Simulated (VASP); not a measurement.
# Al3Cu2 (Cm) in VASP: single point with PBEsol

Aim: the single point of Al3Cu2 with PBEsol.

Everything below comes from runs of VASP 6.6.1. Logs are shortened: lines on timing, memory, paths and dates and some standing lists are left out, and cuts for length are marked.

### Step 1. The cell of the first run

It takes space group Cm (No. 8, monoclinic). The conventional cell has a = 7.099 Å, b = 4.099 Å, c = 4.982 Å, α = 90.00°, β = 90.00°, γ = 90.00°. Within 3.2 Å of Al (site symmetry m) lie 6 Cu at 2.42 to 2.57 Å and 6 Al at 2.94 Å. Within 3.3 Å of Al (site symmetry m) lie 5 Cu at 2.47 to 2.63 Å and 6 Al at 2.79 to 2.94 Å. Al (site symmetry m) has 5 Cu at 2.38 to 2.63 Å and 6 Al at 2.79 to 2.94 Å within 3.1 Å. Within 3.2 Å of Cu (site symmetry m) lie 8 Al at 2.42 to 2.63 Å and 3 Cu at 2.84 Å. Within 3.1 Å of Cu (site symmetry m) lie 8 Al at 2.38 to 2.63 Å and 3 Cu at 2.84 Å.

### Step 2. Single point, PBEsol

Contents of INCAR:

```
SYSTEM = Al3Cu2
ALGO = Fast
EDIFF = 1E-6
ENCUT = 520
GGA = PS
ISIF = 2
ISMEAR = 0
LASPH = .True.
LCHARG = .False.
LREAL = .False.
LWAVE = .False.
NBANDS = 24
NELM = 80
PREC = Accurate
SIGMA = 0.15
```

Contents of KPOINTS:

```
k-points
0
Gamma
  12 12 10
  0 0 0
```

Contents of POSCAR:

```
Al3Cu2
1.0
    4.0985856014      0.0000000000      0.0000000000
   -2.0492928007      3.5494792504      0.0000000000
    0.0000000000      0.0000000000      4.9821008425
Al Cu
3 2
Direct
    0.0000000000      0.0000000000      0.0000000000
    0.3333333333      0.6666666667      0.3515059809
    0.6666666667      0.3333333333      0.6484940191
    0.3039966785      0.6519983392      0.8561700348
    0.6373300118      0.3186650059      0.1715900714
```

Potentials or basis: VASP PAW PBE potentials, release 64 (Al, Cu).

Run with:

```
> cat potpaw_PBE.64/Al/POTCAR potpaw_PBE.64/Cu/POTCAR > POTCAR
> mpirun -np 1 vasp_std > vasp.out
```

OUTCAR:

```text
SYSTEM = Al3Cu2
   EDIFF = 1E-6
   ENCUT = 520
   GGA = PS
   ISIF = 2
   ISMEAR = 0
   LASPH = .True.
   LREAL = .False.
   NELM = 80
   PREC = Accurate

 ion  position               nearest neighbor table
   1  0.000  0.000  0.000-   5 2.42   4 2.42   4 2.42   5 2.57   5 2.57   4 2.57   2 2.94   3 2.94
                             2 2.94   3 2.94   3 2.94   2 2.94
   2  0.333  0.667  0.352-   4 2.47   5 2.48   5 2.48   4 2.52   5 2.63   3 2.79   3 2.79   3 2.79
                             1 2.94   1 2.94   1 2.94
   3  0.667  0.333  0.648-   5 2.38   4 2.49   5 2.61   4 2.63   4 2.63   2 2.79   2 2.79   2 2.79
                             1 2.94   1 2.94   1 2.94
   4  0.304  0.652  0.856-   1 2.42   1 2.42   2 2.47   3 2.49   2 2.52   1 2.57   3 2.63   3 2.63

   5  0.637  0.319  0.172-   3 2.38   1 2.42   2 2.48   2 2.48   1 2.57   1 2.57   3 2.61   2 2.63

  LATTYP: Found a hexagonal cell.
 ALAT       =     4.0985856014
 C/A-ratio  =     1.2155658871

  Lattice vectors:

 A1 = (   4.0985856014,   0.0000000000,   0.0000000000)
 A2 = (  -2.0492928007,   3.5494792504,   0.0000000000)
 A3 = (   0.0000000000,   0.0000000000,   4.9821008425)

Analysis of symmetry for initial positions (statically):
=====================================================================
 Subroutine PRICEL returns:
 Original cell was already a primitive cell.

 Routine SETGRP: Setting up the symmetry group for a
 hexagonal supercell.

 Subroutine GETGRP returns: Found  2 space group operations
 (whereof  2 operations were pure point group operations)
 out of a pool of 24 trial point group operations.

The static configuration has the point symmetry C_1h.

Analysis of symmetry for dynamics (positions and initial velocities):
=====================================================================
 Subroutine PRICEL returns:
 Original cell was already a primitive cell.

 Routine SETGRP: Setting up the symmetry group for a
 hexagonal supercell.

 Subroutine GETGRP returns: Found  2 space group operations
 (whereof  2 operations were pure point group operations)
 out of a pool of 24 trial point group operations.

The dynamic configuration has the point symmetry C_1h.

 Subroutine INISYM returns: Found  2 space group operations
 (whereof  2 operations are pure point group operations),
 and found     1 'primitive' translations

----------------------------------------------------------------------------------------

                                     Primitive cell

  volume of cell :      72.4788

  direct lattice vectors                    reciprocal lattice vectors
     4.098585601  0.000000000  0.000000000     0.243986608  0.140865734  0.000000000
    -2.049292801  3.549479250  0.000000000     0.000000000  0.281731468  0.000000000
     0.000000000  0.000000000  4.982100843     0.000000000  0.000000000  0.200718539

  length of vectors
     4.098585601  4.098585601  4.982100843     0.281731468  0.281731468  0.200718539

  position of ions in fractional coordinates (direct lattice)
     0.000000000  0.000000000  0.000000000
     0.333333333  0.666666667  0.351505981
     0.666666667  0.333333333  0.648494019
     0.303996678  0.651998339  0.856170035
     0.637330012  0.318665006  0.171590071

  ion indices of the primitive-cell ions
   primitive index   ion index
                 1           1
                 2           2
                 3           3
                 4           4
                 5           5

----------------------------------------------------------------------------------------

 KPOINTS: k-points

Automatic generation of k-mesh.
 Grid dimensions read from file:
 generate k-points for:   12   12   10

 Generating k-lattice:

  Cartesian coordinates                     Fractional coordinates (reciprocal lattice)
     0.020332217  0.011738811  0.000000000     0.083333333  0.000000000  0.000000000
     0.000000000  0.023477622  0.000000000     0.000000000  0.083333333  0.000000000
     0.000000000  0.000000000  0.020071854     0.000000000  0.000000000  0.100000000

  Length of vectors
     0.023477622  0.023477622  0.020071854

  Shift w.r.t. Gamma in fractional coordinates (k-lattice)
     0.000000000  0.000000000  0.000000000

 Subroutine IBZKPT returns following result:
 ===========================================

 Found    398 irreducible k-points:

 Following reciprocal coordinates:
            Coordinates               Weight
  0.000000  0.000000  0.000000      1.000000
  0.083333 -0.000000  0.000000      2.000000
  0.000000  0.083333  0.000000      4.000000
  0.166667  0.000000  0.000000      2.000000
  0.000000  0.166667  0.000000      4.000000
  0.250000  0.000000  0.000000      2.000000
[... 16 lines left out ...]
 -0.083333  0.416667  0.000000      4.000000
 -0.416667  0.333333  0.000000      4.000000
 [... further k-points ...]
   k-points           NKPTS =    398   k-points in BZ     NKDIM =    398   number of bands    NBANDS=     24
   number of dos      NEDOS =    301   number of ions     NIONS =      5
   total plane-waves  NPLWV =  36000
   dimension x,y,z NGX =    30 NGY =   30 NGZ =   40
   dimension x,y,z NGXF=    60 NGYF=   60 NGZF=   80
   ions per type =               3   2
   NGX,Y,Z   is equivalent  to a cutoff of  12.17, 12.17, 13.35 a.u.
   NGXF,Y,Z  is equivalent  to a cutoff of  24.34, 24.34, 26.69 a.u.
 SYSTEM =  Al3Cu2
   PREC   = accura    normal or accurate (medium, high low for compatibility)
   ISTART =      0    job   : 0-new  1-cont  2-samecut
   ICHARG =      2    charge: 1-file 2-atom 10-const
   ISPIN  =      1    spin polarized calculation?
   LNONCOLLINEAR =      F non collinear calculations
   LSORBIT =      F    spin-orbit coupling
   LASPH  =      T    aspherical Exc in radial PAW
   ENCUT  =  520.0 eV  38.22 Ry    6.18 a.u.   7.62  7.62  9.26*2*pi/ulx,y,z
   NELM   =     80;   NELMIN=  2; NELMDL= -5     # of ELM steps
   EDIFF  = 0.1E-05   stopping-criterion for ELM
   LREAL  =      F    real-space projection
[... 7 lines left out ...]
   TEBEG  =    0.0;   TEEND  =   0.0 temperature during run
   PSTRESS=    0.0 pullay stress
   NELECT =      31.0000    total number of electrons
   NUPDOWN=      -1.0000    fix difference up-down
   EMIN   =  10.00;   EMAX   =-10.00  energy-range for DOS
   EFERMI =   0.00;   METHOD = LEGACY
   ISMEAR =     0;   SIGMA  =   0.15  broadening in eV -4-tet -1-fermi 0-gaus
   EFERMI_NEDOS =   21; number of points for ismear=-14 and -15
   IALGO  =     68    algorithm
   IMIX   =      4    mixing-type and parameters
     AMIX     =   0.40;   BMIX     =  1.00
     AMIX_MAG =   1.60;   BMIX_MAG =  1.00
  volume/ion in A,a.u.               =      14.50        97.82
  Fermi-wavevector in a.u.,A,eV,Ry     =   1.233460  2.330901 20.700218  1.521423
  Thomas-Fermi vector in A             =   2.368189
   LORBIT       =      0    0 simple, 1 ext, 2 COOP (PROOUT), +10 PAW based schemes
   GGA     = PS    functional components
   LHFCALC =     F    Hartree Fock is set to
   AEXX    =    0.0000 exact exchange contribution
   IVDW    =     0    specifies the selected vdW correction
   LEPSILON=     F    determine dielectric tensor
   LRPA    =     F    only Hartree local field effects (RPA)
 non-spin polarized calculation
 RMM-DIIS sequential band-by-band and
 Gauss-broadening in eV      SIGMA  =   0.15
  energy-cutoff  :      520.00
  volume of cell :       72.48
 maximum number of plane-waves:      1986
   NGX = 15   NGY = 15   NGZ = 19

 number of electron      30.9999990 magnetization

 Free energy of the ion-electron system (eV)
  ---------------------------------------------------
  ext. energy  EPLUGINS =         0.00000000
  ---------------------------------------------------
  free energy    TOTEN  =       -21.62783053 eV

  energy without entropy =      -21.61324277  energy(sigma->0) =      -21.62053665

 E-fermi :   8.2870     XC(G=0): -11.0648

 val. band max:        8.2748482687   @ k =   0.4167   0.0000   0.1000
 cond. band min:       8.2969486380   @ k =   0.0833   0.0833   0.4000
 fundamental gap:      0.0221003693
 Fermi energy:         8.2869592192

 k-point     1 :       0.0000    0.0000    0.0000
  band No.  band energies     occupation
      1      -2.9640      2.00000
      2       1.8693      2.00000
      3       2.3838      2.00000
      4       2.9224      2.00000
      5       2.9248      2.00000
      6       3.2703      2.00000
[... 16 lines left out ...]
     23      14.1315      0.00000
     24      14.1559      0.00000

 k-point     2 :       0.0833   -0.0000    0.0000
  band No.  band energies     occupation
      1      -2.8816      2.00000
      2       1.9100      2.00000
      3       2.3757      2.00000
      4       2.9434      2.00000
      5       2.9499      2.00000
      6       3.2634      2.00000
[... 16 lines left out ...]
     23      13.8622      0.00000
     24      13.8800      0.00000

 k-point     3 :       0.0000    0.0833    0.0000
  band No.  band energies     occupation
      1      -2.8816      2.00000
      2       1.9104      2.00000
      3       2.3772      2.00000
      4       2.9357      2.00000
      5       2.9550      2.00000
      6       3.2560      2.00000
[... 16 lines left out ...]
     23      13.7942      0.00000
     24      13.9628      0.00000

 k-point     4 :       0.1667    0.0000    0.0000
  band No.  band energies     occupation
      1      -2.6357      2.00000
      2       2.0157      2.00000
      3       2.3335      2.00000
      4       2.9918      2.00000
      5       3.0223      2.00000
      6       3.2185      2.00000
[... 16 lines left out ...]
     23      13.4977      0.00000
     24      13.8383      0.00000

 k-point     5 :       0.0000    0.1667    0.0000
  band No.  band energies     occupation
      1      -2.6354      2.00000
      2       2.0173      2.00000
      3       2.3381      2.00000
      4       2.9826      2.00000
      5       3.0221      2.00000
      6       3.2142      2.00000
[... 16 lines left out ...]
     23      13.5315      0.00000
     24      13.8761      0.00000

 k-point     6 :       0.2500    0.0000    0.0000
  band No.  band energies     occupation
      1      -2.2301      2.00000
      2       2.1104      2.00000
      3       2.1952      2.00000
      4       2.9579      2.00000
      5       3.1306      2.00000
      6       3.2255      2.00000
[... 16 lines left out ...]
     23      13.5419      0.00000
     24      13.9521      0.00000
[... 379 lines left out ...]
 k-point    21 :      -0.3333    0.2500    0.0000
  band No.  band energies     occupation
      1      -1.9090      2.00000
      2       1.9753      2.00000
      3       2.1879      2.00000
      4       2.9177      2.00000
      5       3.1576      2.00000
      6       3.2766      2.00000
[... 16 lines left out ...]
     23      14.3532      0.00000
     24      15.4232      0.00000

 k-point    22 :       0.3333    0.0833    0.0000
  band No.  band energies     occupation
      1      -1.2849      2.00000
      2       1.3049      2.00000
      3       2.1584      2.00000
      4       2.9412      2.00000
      5       3.2441      2.00000
      6       3.3077      2.00000
[... 16 lines left out ...]
     23      14.4177      0.00000
     24      16.7240      0.00000

 k-point    23 :      -0.0833    0.4167    0.0000
  band No.  band energies     occupation
      1      -1.2827      2.00000
      2       1.3051      2.00000
      3       2.1735      2.00000
      4       2.9386      2.00000
      5       3.2277      2.00000
      6       3.3059      2.00000
[... 16 lines left out ...]
     23      14.4151      0.00000
     24      16.7267      0.00000

 k-point    24 :      -0.4167    0.3333    0.0000
  band No.  band energies     occupation
      1      -1.2833      2.00000
      2       1.3047      2.00000
      3       2.1733      2.00000
      4       2.9390      2.00000
      5       3.2280      2.00000
      6       3.3026      2.00000
[... 16 lines left out ...]
     23      14.4219      0.00000
     24      16.7227      0.00000

 [... further k-points ...]
[... 5 lines left out ...]
  --------------------------------------------------------------------------------------
  -------------------------------------------------------------------------------------
  Total        0.4170137      0.4869191      0.5801050     -0.0605398      0.0638438      0.1105807
  in kB        9.2182772     10.7635664     12.8234838     -1.3382597      1.4112954      2.4444357
  external PRESSURE =      10.9351091 kB  Pullay stress =       0.0000000 kB

 VOLUME and BASIS-vectors are now :
 -----------------------------------------------------------------------------
  energy-cutoff  :      520.00
  volume of cell :       72.48
      direct lattice vectors                 reciprocal lattice vectors
     4.098585601  0.000000000  0.000000000     0.243986608  0.140865734  0.000000000
    -2.049292801  3.549479250  0.000000000     0.000000000  0.281731468  0.000000000
     0.000000000  0.000000000  4.982100843     0.000000000  0.000000000  0.200718539

 POSITION                                       TOTAL-FORCE (eV/Angst)
 -----------------------------------------------------------------------------------
      0.00000      0.00000      0.00000        -0.646209     -0.373089      0.045140
     -0.00000      2.36632      1.75124        -0.195352     -0.112786      0.468359
      2.04929      1.18316      3.23086        -0.189928     -0.109655      0.435876
     -0.09018      2.31425      4.26553         0.507712      0.293128     -0.460661
      1.95911      1.13109      0.85488         0.523776      0.302402     -0.488713
 -----------------------------------------------------------------------------------
    total drift:                                0.000588      0.000342      0.001065

  FREE ENERGIE OF THE ION-ELECTRON SYSTEM (eV)
  ---------------------------------------------------
  free  energy   TOTEN  =       -21.6278305303 eV

  energy  without entropy=      -21.6132427668  energy(sigma->0) =      -21.62053665
```

Wall time 13 min (1 thread of Oxide Virtual Turin-like, shared host); peak memory 0.61 GiB.

Results:

```
Free energy   : -21.6278 eV
Pressure      : 1.1 GPa
Largest force : 0.778 eV/Å
```

Forces on the atoms (eV/Å):
```
Al  -0.646 -0.373  0.045
Al  -0.195 -0.113  0.468
Al  -0.190 -0.110  0.436
Cu   0.508  0.293 -0.461
Cu   0.524  0.302 -0.489
```

Caveat: the cell differs from its parent crystal (all Cu atoms moved +0.125 Å, as atom 4 towards its neighbour atom 5 (Cu) at 2.841 Å); the PAW data sets were made with another functional, which shifts forces and pressure a little.
